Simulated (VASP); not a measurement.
# LuBe (P1) in VASP: density of states with PBE

Aim: the density of states of LuBe with PBE.

Program: VASP 6.6.1. These are calculated values, not measurements. Logs are shortened: lines on timing, memory, paths and dates and some standing lists are left out, and cuts for length are marked.

## 1. The cell of the first run

The typed cell holds 2 atoms: a = 3.481 Å, b = 3.480 Å, c = 3.457 Å, α = 61.22°, β = 59.87°, γ = 60.19°.

## 2. Density of states, PBE

Input file POSCAR:

```
LuBe
1.0
   -0.0055920000      2.4635340000      2.4598000000
    2.4371610000     -0.0299090000      2.4841170000
    2.4192790000      2.4699700000     -0.0120270000
Be Lu
1 1
Direct
    0.5377050000      0.4982560000      0.4874730000
    0.0405630000      0.9426240000      0.0195370000
```

Input file INCAR.step1:

```
SYSTEM = LuBe
PREC = Accurate
ENCUT = 520
EDIFF = 1E-6
ISMEAR = -1
SIGMA = 0.1
LREAL = .FALSE.
LASPH = .TRUE.
NELM = 120
ALGO = Normal
ISIF = 2
LWAVE = .FALSE.
LCHARG = .TRUE.
GGA = PE
NBANDS = 20
GGA_COMPAT = .FALSE.
NEDOS = 2001
LORBIT = 11
```

Input file KPOINTS.step1:

```
Automatic mesh
0
Gamma
  6 6 6
  0.5 0 0.5
```

Input file INCAR.step2:

```
SYSTEM = LuBe
PREC = Accurate
ENCUT = 520
EDIFF = 1E-6
ISMEAR = -5
SIGMA = 0.1
LREAL = .FALSE.
LASPH = .TRUE.
NELM = 120
ALGO = Normal
ISIF = 2
LWAVE = .FALSE.
LCHARG = .FALSE.
GGA = PE
LORBIT = 10
NEDOS = 1001
ICHARG = 11
GGA_COMPAT = .FALSE.
```

Input file KPOINTS.step2:

```
Automatic mesh
0
G
  9 9 9
  0 0 0
```

Potentials or basis: VASP PAW PBE potentials, release 64 (Be, Lu).

The run is started by

```sh
cat potpaw_PBE.64/Be/POTCAR potpaw_PBE.64/Lu/POTCAR > POTCAR
cp INCAR.step1 INCAR
cp KPOINTS.step1 KPOINTS
mpirun -np 1 vasp_std > vasp.out
cp INCAR.step2 INCAR
cp KPOINTS.step2 KPOINTS
mpirun -np 1 vasp_std > vasp.out
```

OUTCAR:

```text
SYSTEM = LuBe
   PREC = Accurate
   ENCUT = 520
   EDIFF = 1E-6
   ISMEAR = -5
   LREAL = .FALSE.
   LASPH = .TRUE.
   NELM = 120
   ISIF = 2
   GGA = PE
   LORBIT = 10
   ICHARG = 11

 ion  position               nearest neighbor table
   1  0.538  0.498  0.487-   2 2.35   2 2.38   2 2.40   2 2.49   2 2.57   2 2.61
   2  0.041  0.943  0.020-   1 2.35   1 2.38   1 2.40   1 2.49   1 2.57   1 2.61

  LATTYP: Found a triclinic cell.
 ALAT       =     3.4906863981
 B/A-ratio  =     1.0120553908
 C/A-ratio  =     0.9973191381
 COS(alpha) =     0.0015141323
 COS(beta)  =     0.5016798377
 COS(gamma) =     0.5139309317

  Lattice vectors:

 A1 = (   2.4427530000,  -2.4934430000,   0.0243170000)
 A2 = (   0.0178820000,  -2.4998790000,   2.4961440000)
 A3 = (   0.0055920000,  -2.4635340000,  -2.4598000000)

Analysis of symmetry for initial positions (statically):
=====================================================================
 Subroutine PRICEL returns:
 Original cell was already a primitive cell.

 Routine SETGRP: Setting up the symmetry group for a
 triclinic supercell.

 Subroutine GETGRP returns: Found  1 space group operations
 (whereof  1 operations were pure point group operations)
 out of a pool of  2 trial point group operations.

The static configuration has the point symmetry C_1 .

Analysis of symmetry for dynamics (positions and initial velocities):
=====================================================================
 Subroutine PRICEL returns:
 Original cell was already a primitive cell.

 Routine SETGRP: Setting up the symmetry group for a
 triclinic supercell.

 Subroutine GETGRP returns: Found  1 space group operations
 (whereof  1 operations were pure point group operations)
 out of a pool of  2 trial point group operations.

The dynamic configuration has the point symmetry C_1 .

 Subroutine INISYM returns: Found  1 space group operations
 (whereof  1 operations are pure point group operations),
 and found     1 'primitive' translations

----------------------------------------------------------------------------------------

                                     Primitive cell

  volume of cell :      29.8971

  direct lattice vectors                    reciprocal lattice vectors
    -0.005592000  2.463534000  2.459800000    -0.205215199  0.201995790  0.203768168
     2.437161000 -0.029909000  2.484117000     0.204209294 -0.199045381  0.199811774
     2.419279000  2.469970000 -0.012027000     0.207153251  0.200983516 -0.200817678

  length of vectors
     3.481328350  3.480155967  3.457427849     0.352756351  0.348202878  0.351617097

  position of ions in fractional coordinates (direct lattice)
     0.537705000  0.498256000  0.487473000
     0.040563000  0.942624000  0.019537000

  ion indices of the primitive-cell ions
   primitive index   ion index
                 1           1
                 2           2

----------------------------------------------------------------------------------------

 KPOINTS: Automatic mesh

Automatic generation of k-mesh.
 Grid dimensions read from file:
 generate k-points for:    9    9    9

 Generating k-lattice:

  Cartesian coordinates                     Fractional coordinates (reciprocal lattice)
    -0.022801689  0.022443977  0.022640908     0.111111111  0.000000000  0.000000000
     0.022689922 -0.022116153  0.022201308     0.000000000  0.111111111 -0.000000000
     0.023017028  0.022331502 -0.022313075     0.000000000  0.000000000  0.111111111

  Length of vectors
     0.039195150  0.038689209  0.039068566

  Shift w.r.t. Gamma in fractional coordinates (k-lattice)
     0.000000000  0.000000000  0.000000000

 TETIRR: Found   2184 inequivalent tetrahedra from     4374

 Subroutine IBZKPT returns following result:
 ===========================================

 Found    365 irreducible k-points:

 Following reciprocal coordinates:
            Coordinates               Weight
  0.000000  0.000000  0.000000      1.000000
  0.111111  0.000000 -0.000000      2.000000
  0.222222  0.000000 -0.000000      2.000000
  0.333333  0.000000 -0.000000      2.000000
  0.444444  0.000000 -0.000000      2.000000
  0.000000  0.111111 -0.000000      2.000000
[... 16 lines left out ...]
 -0.111111  0.222222  0.000000      2.000000
  0.000000  0.333333  0.000000      2.000000
 [... further k-points ...]
   k-points           NKPTS =    365   k-points in BZ     NKDIM =    365   number of bands    NBANDS=     17
   number of dos      NEDOS =   1001   number of ions     NIONS =      2
   total plane-waves  NPLWV =  21952
   dimension x,y,z NGX =    28 NGY =   28 NGZ =   28
   dimension x,y,z NGXF=    56 NGYF=   56 NGZF=   56
   ions per type =               1   1
   NGX,Y,Z   is equivalent  to a cutoff of  13.37, 13.38, 13.46 a.u.
   NGXF,Y,Z  is equivalent  to a cutoff of  26.74, 26.75, 26.93 a.u.
 SYSTEM =  LuBe
   PREC   = accura    normal or accurate (medium, high low for compatibility)
   ISTART =      0    job   : 0-new  1-cont  2-samecut
   ICHARG =     11    charge: 1-file 2-atom 10-const
   ISPIN  =      1    spin polarized calculation?
   LNONCOLLINEAR =      F non collinear calculations
   LSORBIT =      F    spin-orbit coupling
   LASPH  =      T    aspherical Exc in radial PAW
   ENCUT  =  520.0 eV  38.22 Ry    6.18 a.u.   6.47  6.47  6.43*2*pi/ulx,y,z
   NELM   =    120;   NELMIN=  2; NELMDL=  0     # of ELM steps
   EDIFF  = 0.1E-05   stopping-criterion for ELM
   LREAL  =      F    real-space projection
   EDIFFG = 0.1E-04   stopping-criterion for IOM
   NSW    =      0    number of steps for IOM
   IBRION =     -1    ionic relax: 0-MD 1-quasi-New 2-CG
   NFREE  =      0    steps in history (QN), initial steepest desc. (CG)
   ISIF   =      2    stress and relaxation
   ISYM   =      2    0-nonsym 1-usesym 2-fastsym
   POTIM  = 0.5000    time-step for ionic-motion
   TEBEG  =    0.0;   TEEND  =   0.0 temperature during run
   PSTRESS=    0.0 pullay stress
   NELECT =      27.0000    total number of electrons
   NUPDOWN=      -1.0000    fix difference up-down
   EMIN   =  10.00;   EMAX   =-10.00  energy-range for DOS
   EFERMI =   0.00;   METHOD = LEGACY
   ISMEAR =    -5;   SIGMA  =   0.10  broadening in eV -4-tet -1-fermi 0-gaus
   EFERMI_NEDOS =   21; number of points for ismear=-14 and -15
   IALGO  =     38    algorithm
   IMIX   =      4    mixing-type and parameters
     AMIX     =   0.40;   BMIX     =  1.00
     AMIX_MAG =   1.60;   BMIX_MAG =  1.00
  volume/ion in A,a.u.               =      14.95       100.88
  Fermi-wavevector in a.u.,A,eV,Ry     =   1.582413  2.990327 34.069408  2.504031
  Thomas-Fermi vector in A             =   2.682340
   LORBIT       =     10    0 simple, 1 ext, 2 COOP (PROOUT), +10 PAW based schemes
   GGA     = PE    functional components
   LHFCALC =     F    Hartree Fock is set to
   AEXX    =    0.0000 exact exchange contribution
   IVDW    =     0    specifies the selected vdW correction
   LEPSILON=     F    determine dielectric tensor
   LRPA    =     F    only Hartree local field effects (RPA)
 non-spin polarized calculation
 Fermi weights with tetrahedron method with Bloechl corrections
  energy-cutoff  :      520.00
  volume of cell :       29.90
 maximum number of plane-waves:       825
 NGX is ok and might be reduce to    28

 number of electron      26.9999999 magnetization

 Free energy of the ion-electron system (eV)
  ---------------------------------------------------
  ext. energy  EPLUGINS =         0.00000000
  ---------------------------------------------------
  free energy    TOTEN  =        -6.16696493 eV

  energy without entropy =       -6.16696493  energy(sigma->0) =       -6.16696493

 E-fermi :   3.3914     XC(G=0): -11.7136

 val. band max:        3.4935584096   @ k =  -0.1111   0.2222   0.1111
 cond. band min:       3.3786453475   @ k =  -0.2222   0.2222  -0.0000
 fundamental gap:     -0.1149130620
 Fermi energy:         3.3913747365

 k-point     1 :       0.0000    0.0000    0.0000
  band No.  band energies     occupation
      1     -51.3636      2.00000
      2     -21.9191      2.00000
      3     -21.9008      2.00000
      4     -21.8768      2.00000
      5      -3.7905      2.00000
      6      -0.4552      2.00000
[... 9 lines left out ...]
     16       7.4606      0.00000
     17       7.8706      0.00000

 k-point     2 :       0.1111    0.0000   -0.0000
  band No.  band energies     occupation
      1     -51.3602      2.00000
      2     -21.9693      2.00000
      3     -21.9157      2.00000
      4     -21.8941      2.00000
      5      -3.4813      2.00000
      6      -0.4542      2.00000
[... 9 lines left out ...]
     16       7.0116      0.00000
     17       7.0929      0.00000

 k-point     3 :       0.2222    0.0000   -0.0000
  band No.  band energies     occupation
      1     -51.3515      2.00000
      2     -22.1307      2.00000
      3     -21.9354      2.00000
      4     -21.9169      2.00000
      5      -2.6390      2.00000
      6      -0.4591      2.00000
[... 9 lines left out ...]
     16       7.3994      0.00000
     17       7.5520      0.00000

 k-point     4 :       0.3333    0.0000   -0.0000
  band No.  band energies     occupation
      1     -51.3416      2.00000
      2     -22.3107      2.00000
      3     -21.9565      2.00000
      4     -21.9405      2.00000
      5      -1.5240      2.00000
      6      -0.4659      2.00000
[... 9 lines left out ...]
     16       8.6108      0.00000
     17       8.7635      0.00000
[... 343 lines left out ...]
      1     -51.3390      2.00000
      2     -22.2596      2.00000
      3     -22.0837      2.00000
      4     -21.9366      2.00000
      5      -1.0401      2.00000
      6      -0.4494      2.00000
[... 9 lines left out ...]
     16       7.9344      0.00000
     17      10.1723      0.00000

 k-point    23 :      -0.1111    0.2222    0.0000
  band No.  band energies     occupation
      1     -51.3470      2.00000
      2     -22.1964      2.00000
      3     -21.9844      2.00000
      4     -21.9137      2.00000
      5      -2.0572      2.00000
      6      -0.4579      2.00000
[... 9 lines left out ...]
     16       7.4307      0.00000
     17       8.8363      0.00000

 k-point    24 :       0.0000    0.3333    0.0000
  band No.  band energies     occupation
      1     -51.3434      2.00000
      2     -22.3039      2.00000
      3     -21.9451      2.00000
      4     -21.9281      2.00000
      5      -1.5759      2.00000
      6      -0.4644      2.00000
[... 9 lines left out ...]
     16       8.7235      0.00000
     17       8.8067      0.00000

 [... further k-points ...]

------------------------ aborting loop because EDIFF is reached ----------------------------------------

  FORCE on cell =-STRESS in cart. coord.  units (eV):
  Direction    XX          YY          ZZ          XY          YZ          ZX
  --------------------------------------------------------------------------------------
  -------------------------------------------------------------------------------------
  Total        7.5745627      6.4882074      6.8684555      0.0648489      0.1501270     -0.1405284
  in kB      405.9190269    347.7015030    368.0789093      3.4752383      8.0452687     -7.5308812
  external PRESSURE =     373.8998131 kB  Pullay stress =       0.0000000 kB

 VOLUME and BASIS-vectors are now :
 -----------------------------------------------------------------------------
  energy-cutoff  :      520.00
  volume of cell :       29.90
      direct lattice vectors                 reciprocal lattice vectors
    -0.005592000  2.463534000  2.459800000    -0.205215199  0.201995790  0.203768168
     2.437161000 -0.029909000  2.484117000     0.204209294 -0.199045381  0.199811774
     2.419279000  2.469970000 -0.012027000     0.207153251  0.200983516 -0.200817678

 POSITION                                       TOTAL-FORCE (eV/Angst)
 -----------------------------------------------------------------------------------
      2.39066      2.51380      2.55451        -0.513926      0.628711     -0.960951
      2.34437      0.11999      2.44113         0.513926     -0.628711      0.960951
 -----------------------------------------------------------------------------------
    total drift:                                0.000572     -0.000819      0.001397

  FREE ENERGIE OF THE ION-ELECTRON SYSTEM (eV)
  ---------------------------------------------------
  free  energy   TOTEN  =        -6.1669649300 eV

  energy  without entropy=       -6.1669649300  energy(sigma->0) =       -6.16696493

 total charge

# of ion       s       p       d       f       tot
--------------------------------------------------
    1        0.641   0.582   0.000   0.000   1.222
    2        2.336   6.168   1.114  13.939  23.557
--------------------------------------------------
tot          2.976   6.750   1.114  13.939  24.779
```

Wall time 6.3 min (1 thread of AMD EPYC 7R13, shared host); peak memory 0.31 GiB.

What came out:

```yaml
Valence_electrons_inside_the_program's_atomic_spheres: Be 1.22; Lu 23.56
```

Levels at points of the mesh, in eV from the Fermi level:
```
           k point  band 10  band 11  band 12  band 13  band 14  band 15  band 16  band 17
(0.00, 0.00, 0.00)    -3.69    -3.69    -3.68     2.27     2.64     2.66     4.07     4.48
```

Caveat: the k points lie up to 0.37 Å⁻¹ apart; spin-orbit coupling is left out, which moves the levels of the heavy elements; tetrahedron occupations give inexact forces and stress in metals.
